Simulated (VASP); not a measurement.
# Ti9PbO20 (a cell with a defect) in VASP: single point with PBEsol

Aim: the single point of Ti9PbO20 (a cell with a defect) with PBEsol.

Program: VASP 6.6.1. These are calculated values, not measurements. Logs are shortened: lines on timing, memory, paths and dates and some standing lists are left out, and cuts for length are marked.

## (1) The cell of the first run

The cell holds a defect, 30 atoms: a = 7.639 Å, b = 7.639 Å, c = 7.639 Å, α = 102.54°, β = 113.04°, γ = 113.04°.

## (2) Single point, PBEsol

The input, INCAR:

```
  ALGO = Normal
  EDIFF = 1E-7
  ENCUT = 520
  GGA = PS
  ISIF = 2
  ISMEAR = 0
  LASPH = T
  LCHARG = F
  LREAL = Auto
  LWAVE = F
  NBANDS = 142
  NELM = 80
  PREC = Accurate
  SIGMA = 0.02
```

The input, KPOINTS:

```
Automatic mesh
0
Gamma
  2 2 2
  0.5 0.5 0.5
```

The input, POSCAR:

```
Ti9PbO20
1.0
   -5.6531885842      1.8843961947     -4.7791519191
   -1.8843961947     -5.6531885842      4.7791519191
    1.8843961947      5.6531885842      4.7791519191
Pb Ti O
1 9 20
Direct
    0.4000000000      0.6000000000      0.8000000000
    0.0039550838      0.0034304175     -0.0021554051
    0.7960449162      0.1938895111      0.5994753337
    0.6055858226      0.4021554051      0.2061104889
    0.1944141774      0.8005246663      0.3965695825
    0.7083677613      0.5460452902      0.6456095219
    0.2995642317      0.9623224711      0.8539547098
    0.0916322387      0.1372417606      0.4376775289
    0.9000000000      0.3500000000      0.0500000000
    0.5004357683      0.7543904781      0.2627582394
    0.7240154279      0.7537751761      0.8637425448
    0.3030662220      0.1600801331      0.0640360610
    0.0759845721      0.3397271169      0.6297597482
    0.9000000000      0.5597721094      0.2597721094
    0.4969337780      0.9609698390      0.4570139112
    0.6080108579      0.6135059102      0.4166351713
    0.1919891421      0.0086243134      0.6054950523
    0.9844585824      0.1959541663      0.1964005954
    0.8155414176      0.4119420130      0.8114955839
    0.4000000000      0.8248831485      0.0248831485
    0.6960440722      0.3359639390      0.4390301610
    0.3099673687      0.7702402518      0.6462248239
    0.1039559278      0.9429860888      0.2399198669
    0.9000000000      0.1402278906      0.8402278906
    0.4900326313      0.5362574552      0.0602728831
    0.4000000000      0.3751168515      0.5751168515
    1.0031292611      0.7945049477      0.7864940898
    0.7968707389      0.9833648287      0.3913756866
    0.5995535708      0.2035994046      0.9880579870
    0.2004464292      0.5885044161      0.2040458337
```

Potentials or basis: VASP PAW PBE potentials, release 64 (Pb_d, Ti_sv, O).

Run with:

```sh
cat potpaw_PBE.64/Pb_d/POTCAR potpaw_PBE.64/Ti_sv/POTCAR potpaw_PBE.64/O/POTCAR > POTCAR
mpirun -np 1 vasp_std > vasp.out
```

OUTCAR:

```text
EDIFF = 1E-7
   ENCUT = 520
   GGA = PS
   ISIF = 2
   ISMEAR = 0
   LASPH = T
   LREAL = Auto
   NELM = 80
   PREC = Accurate

 ion  position               nearest neighbor table
   1  0.400  0.600  0.800-  22 2.07  11 2.07  25 2.07  13 2.07  26 2.15  20 2.15   7 3.14  10 3.14
                             8 3.14   6 3.14
   2  0.004  0.003  0.998-  11 1.87  12 1.90  24 1.90  23 1.94  18 1.97  27 2.00
   3  0.796  0.194  0.599-  13 1.87  15 1.90  24 1.90  21 1.94  19 1.97  28 2.00
   4  0.606  0.402  0.206-  25 1.87  21 1.90  14 1.90  12 1.94  29 1.97  16 2.00
   5  0.194  0.801  0.397-  22 1.87  23 1.90  14 1.90  15 1.94  30 1.97  17 2.00
   6  0.708  0.546  0.646-  16 1.89  27 1.92  19 1.93  21 1.93  26 1.96  11 1.96   1 3.14
   7  0.300  0.962  0.854-  27 1.89  17 1.92  29 1.93  12 1.93  20 1.96  22 1.96   1 3.14
   8  0.092  0.137  0.438-  17 1.89  28 1.92  18 1.93  23 1.93  26 1.96  13 1.96   1 3.14
   9  0.900  0.350  0.050-  19 1.91  18 1.91  30 1.91  29 1.91  14 2.01  24 2.01
  10  0.500  0.754  0.263-  28 1.89  16 1.92  30 1.93  15 1.93  20 1.96  25 1.96   1 3.14
  11  0.724  0.754  0.864-   2 1.87   6 1.96   1 2.07
  12  0.303  0.160  0.064-   2 1.90   7 1.93   4 1.94
  13  0.076  0.340  0.630-   3 1.87   8 1.96   1 2.07
  14  0.900  0.560  0.260-   5 1.90   4 1.90   9 2.01
  15  0.497  0.961  0.457-   3 1.90  10 1.93   5 1.94
  16  0.608  0.614  0.417-   6 1.89  10 1.92   4 2.00
[... 12 lines left out ...]
  29  0.600  0.204  0.988-   9 1.91   7 1.93   4 1.97
  30  0.200  0.589  0.204-   9 1.91  10 1.93   5 1.97

  LATTYP: Found a body centered tetragonal cell.
 ALAT       =     8.4272759759
 C/A-ratio  =     1.1342103742

  Lattice vectors:

 A1 = (   1.8843961947,   5.6531885842,  -4.7791519191)
 A2 = (  -1.8843961947,  -5.6531885842,  -4.7791519191)
 A3 = (  -5.6531885842,   1.8843961947,   4.7791519191)

Analysis of symmetry for initial positions (statically):
=====================================================================
 Subroutine PRICEL returns:
 Original cell was already a primitive cell.

 Routine SETGRP: Setting up the symmetry group for a
 body centered tetragonal supercell.

 Subroutine GETGRP returns: Found  4 space group operations
 (whereof  1 operations were pure point group operations)
 out of a pool of 16 trial point group operations.

The static configuration has the point symmetry C_1 .
 The point group associated with its full space group is S_4 .

Analysis of symmetry for dynamics (positions and initial velocities):
=====================================================================
 Subroutine PRICEL returns:
 Original cell was already a primitive cell.

 Routine SETGRP: Setting up the symmetry group for a
 body centered tetragonal supercell.

 Subroutine GETGRP returns: Found  4 space group operations
 (whereof  1 operations were pure point group operations)
 out of a pool of 16 trial point group operations.

The dynamic configuration has the point symmetry C_1 .
 The point group associated with its full space group is S_4 .

 Subroutine INISYM returns: Found  4 space group operations
 (whereof  1 operations are pure point group operations),
 and found     1 'primitive' translations

----------------------------------------------------------------------------------------

                                     Primitive cell

  volume of cell :     339.4105

  direct lattice vectors                    reciprocal lattice vectors
    -5.653188584  1.884396195 -4.779151919    -0.159202189  0.053067396  0.000000000
    -1.884396195 -5.653188584  4.779151919    -0.106134793 -0.053067396  0.104621073
     1.884396195  5.653188584  4.779151919    -0.053067396  0.106134793  0.104621073

  length of vectors
     7.638702982  7.638702982  7.638702982     0.167813842  0.158197066  0.158197066

  position of ions in fractional coordinates (direct lattice)
     0.400000000  0.600000000  0.800000000
     0.003955084  0.003430417  0.997844595
     0.796044916  0.193889511  0.599475334
     0.605585823  0.402155405  0.206110489
     0.194414177  0.800524666  0.396569582
     0.708367761  0.546045290  0.645609522
[... 22 lines left out ...]
     0.599553571  0.203599405  0.988057987
     0.200446429  0.588504416  0.204045834

  ion indices of the primitive-cell ions
   primitive index   ion index
                 1           1
                 2           2
                 3           3
                 4           4
                 5           5
                 6           6
[... 22 lines left out ...]
                29          29
                30          30

----------------------------------------------------------------------------------------

 KPOINTS: Automatic mesh

Automatic generation of k-mesh.
 Grid dimensions read from file:
 generate k-points for:    2    2    2

 Generating k-lattice:

  Cartesian coordinates                     Fractional coordinates (reciprocal lattice)
    -0.079601095  0.026533698  0.000000000     0.500000000  0.000000000 -0.000000000
    -0.053067396 -0.026533698  0.052310536     0.000000000  0.500000000 -0.000000000
    -0.026533698  0.053067396  0.052310536     0.000000000  0.000000000  0.500000000

  Length of vectors
     0.083906921  0.079098533  0.079098533

  Shift w.r.t. Gamma in fractional coordinates (k-lattice)
     0.500000000  0.500000000  0.500000000

 Subroutine IBZKPT returns following result:
 ===========================================

 Found      3 irreducible k-points:

 Following reciprocal coordinates:
            Coordinates               Weight
  0.250000  0.250000  0.250000      2.000000
 -0.250000  0.250000  0.250000      2.000000
  0.250000 -0.250000  0.250000      4.000000
   k-points           NKPTS =      3   k-points in BZ     NKDIM =      3   number of bands    NBANDS=    142
   number of dos      NEDOS =    301   number of ions     NIONS =     30
   total plane-waves  NPLWV = 216000
   dimension x,y,z NGX =    60 NGY =   60 NGZ =   60
   dimension x,y,z NGXF=   120 NGYF=  120 NGZF=  120
   ions per type =               1   9  20
   NGX,Y,Z   is equivalent  to a cutoff of  13.06, 13.06, 13.06 a.u.
   NGXF,Y,Z  is equivalent  to a cutoff of  26.12, 26.12, 26.12 a.u.
 SYSTEM =  unknown system
   PREC   = accura    normal or accurate (medium, high low for compatibility)
   ISTART =      0    job   : 0-new  1-cont  2-samecut
   ICHARG =      2    charge: 1-file 2-atom 10-const
   ISPIN  =      1    spin polarized calculation?
   LNONCOLLINEAR =      F non collinear calculations
   LSORBIT =      F    spin-orbit coupling
   LASPH  =      T    aspherical Exc in radial PAW
   ENCUT  =  520.0 eV  38.22 Ry    6.18 a.u.  14.20 14.20 14.20*2*pi/ulx,y,z
   NELM   =     80;   NELMIN=  2; NELMDL= -5     # of ELM steps
   EDIFF  = 0.1E-06   stopping-criterion for ELM
   LREAL  =      T    real-space projection
   EDIFFG = 0.1E-05   stopping-criterion for IOM
   NSW    =      0    number of steps for IOM
   IBRION =     -1    ionic relax: 0-MD 1-quasi-New 2-CG
   NFREE  =      0    steps in history (QN), initial steepest desc. (CG)
   ISIF   =      2    stress and relaxation
   ISYM   =      2    0-nonsym 1-usesym 2-fastsym
   POTIM  = 0.5000    time-step for ionic-motion
   TEBEG  =    0.0;   TEEND  =   0.0 temperature during run
   PSTRESS=    0.0 pullay stress
   NELECT =     242.0000    total number of electrons
   NUPDOWN=      -1.0000    fix difference up-down
   EMIN   =  10.00;   EMAX   =-10.00  energy-range for DOS
   EFERMI =   0.00;   METHOD = LEGACY
   ISMEAR =     0;   SIGMA  =   0.02  broadening in eV -4-tet -1-fermi 0-gaus
   EFERMI_NEDOS =   21; number of points for ismear=-14 and -15
   IALGO  =     38    algorithm
   IMIX   =      4    mixing-type and parameters
     AMIX     =   0.40;   BMIX     =  1.00
     AMIX_MAG =   1.60;   BMIX_MAG =  1.00
  volume/ion in A,a.u.               =      11.31        76.35
  Fermi-wavevector in a.u.,A,eV,Ry     =   1.462530  2.763781 29.102791  2.138995
  Thomas-Fermi vector in A             =   2.578733
   LORBIT       =      0    0 simple, 1 ext, 2 COOP (PROOUT), +10 PAW based schemes
   GGA     = PS    functional components
   LHFCALC =     F    Hartree Fock is set to
   AEXX    =    0.0000 exact exchange contribution
   IVDW    =     0    specifies the selected vdW correction
   LEPSILON=     F    determine dielectric tensor
   LRPA    =     F    only Hartree local field effects (RPA)
 non-spin polarized calculation
 Gauss-broadening in eV      SIGMA  =   0.02
  energy-cutoff  :      520.00
  volume of cell :      339.41
 maximum number of plane-waves:      9168
 NGX is ok and might be reduce to    60
   NGX = 29   NGY = 29   NGZ = 29

 number of electron     242.0000021 magnetization

 Free energy of the ion-electron system (eV)
  ---------------------------------------------------
  ext. energy  EPLUGINS =         0.00000000
  ---------------------------------------------------
  free energy    TOTEN  =      -268.74976703 eV

  energy without entropy =     -268.74976703  energy(sigma->0) =     -268.74976703

 E-fermi :   3.7471     XC(G=0): -11.1230

 val. band max:        3.6016706081   @ k =   0.2500  -0.2500   0.2500
 cond. band min:       6.0686121817   @ k =  -0.2500   0.2500   0.2500
 fundamental gap:      2.4669415736
 Fermi energy:         3.7471453415

 k-point     1 :       0.2500    0.2500    0.2500
  band No.  band energies     occupation
      1     -52.4176      2.00000
      2     -52.3340      2.00000
      3     -52.3333      2.00000
      4     -52.3219      2.00000
      5     -52.3204      2.00000
      6     -52.2980      2.00000
[... 125 lines left out ...]
    132       7.2472      0.00000
    133       7.2558      0.00000

 k-point     2 :      -0.2500    0.2500    0.2500
  band No.  band energies     occupation
      1     -52.4176      2.00000
      2     -52.3357      2.00000
      3     -52.3280      2.00000
      4     -52.3280      2.00000
      5     -52.3175      2.00000
      6     -52.2998      2.00000
[... 125 lines left out ...]
    132       7.2749      0.00000
    133       7.3310      0.00000

 k-point     3 :       0.2500   -0.2500    0.2500
  band No.  band energies     occupation
      1     -52.4176      2.00000
      2     -52.3360      2.00000
      3     -52.3288      2.00000
      4     -52.3250      2.00000
      5     -52.3188      2.00000
      6     -52.2998      2.00000
[... 125 lines left out ...]
    132       7.2338      0.00000
    133       7.2555      0.00000
 [bands above 133 left out]

------------------------ aborting loop because EDIFF is reached ----------------------------------------

  FORCE on cell =-STRESS in cart. coord.  units (eV):
  Direction    XX          YY          ZZ          XY          YZ          ZX
  --------------------------------------------------------------------------------------
  -------------------------------------------------------------------------------------
  Total       17.5716436     17.5716436     17.5340182     -0.0000001      0.0000000     -0.0000000
  in kB       82.9464299     82.9464299     82.7688207     -0.0000003      0.0000000     -0.0000000
  external PRESSURE =      82.8872269 kB  Pullay stress =       0.0000000 kB

 VOLUME and BASIS-vectors are now :
 -----------------------------------------------------------------------------
  energy-cutoff  :      520.00
  volume of cell :      339.41
      direct lattice vectors                 reciprocal lattice vectors
    -5.653188584  1.884396195 -4.779151919    -0.159202189  0.053067396  0.000000000
    -1.884396195 -5.653188584  4.779151919    -0.106134793 -0.053067396  0.104621073
     1.884396195  5.653188584  4.779151919    -0.053067396  0.106134793  0.104621073

 POSITION                                       TOTAL-FORCE (eV/Angst)
 -----------------------------------------------------------------------------------
     -1.88440      1.88440      4.77915        -0.000000     -0.000000     -0.000000
      1.85151      5.62906      4.76634        -0.011788      0.011828      0.026251
     -3.73591      3.79292     -0.01281         0.011788     -0.011828      0.026251
     -3.79292      0.03288      0.01281         0.011828      0.011788     -0.026251
     -1.86027     -1.91728      4.79196        -0.011828     -0.011788     -0.026251
     -3.81692      1.89770      2.30970         0.013385      0.014727     -0.012430
[... 22 lines left out ...]
     -1.91116      5.56449      2.82975        -0.002473     -0.002065     -0.022719
     -1.85763     -1.79570      2.82975         0.002473      0.002065     -0.022719
 -----------------------------------------------------------------------------------
    total drift:                                0.000001     -0.000001     -0.000000

  FREE ENERGIE OF THE ION-ELECTRON SYSTEM (eV)
  ---------------------------------------------------
  free  energy   TOTEN  =      -268.7497670323 eV

  energy  without entropy=     -268.7497670323  energy(sigma->0) =     -268.74976703
```

It took 8.6 min on 1 thread of Intel Xeon Platinum 8259CL at 2.50GHz (Skylake/Cascade Lake), shared host; peak memory 0.53 GiB.

Results:

* Free energy: -268.7498 eV
* Pressure: 8.3 GPa
* Largest force: 0.034 eV/Å
* Band gap on the k mesh: 2.47 eV

Forces in eV/Å, atoms in the order of the input:
```
Pb   0.000  0.000  0.000
Ti  -0.012  0.012  0.026
Ti   0.012 -0.012  0.026
Ti   0.012  0.012 -0.026
Ti  -0.012 -0.012 -0.026
Ti   0.013  0.015 -0.012
Ti  -0.015  0.013  0.012
Ti  -0.013 -0.015 -0.012
Ti   0.000  0.000  0.000
Ti   0.015 -0.013  0.012
O    0.027  0.000  0.020
O   -0.024  0.004  0.021
O   -0.027  0.000  0.020
O    0.000  0.000  0.028
O    0.024 -0.004  0.021
O   -0.015 -0.012  0.027
O    0.015  0.012  0.027
O    0.002 -0.002  0.023
O   -0.002  0.002  0.023
O    0.000  0.000  0.014
O    0.004  0.024 -0.021
O    0.000  0.027 -0.020
O   -0.004 -0.024 -0.021
O    0.000  0.000 -0.028
O    0.000 -0.027 -0.020
O    0.000  0.000 -0.014
O    0.012 -0.015 -0.027
O   -0.012  0.015 -0.027
O   -0.002 -0.002 -0.023
O    0.002  0.002 -0.023
```

Levels at points of the mesh, in eV from the valence-band top:
```csv
k point,band 117,band 118,band 119,band 120,band 121,band 122,band 123,band 124,band 125,band 126
"(0.25, 0.25, 0.25)",-0.45,-0.43,-0.36,-0.11,-0.02,2.80,3.09,3.12,3.20,3.34
```

Caveat: the PAW data sets were made with another functional, which shifts forces and pressure a little; spin-orbit coupling is left out, which moves the levels of the heavy elements.
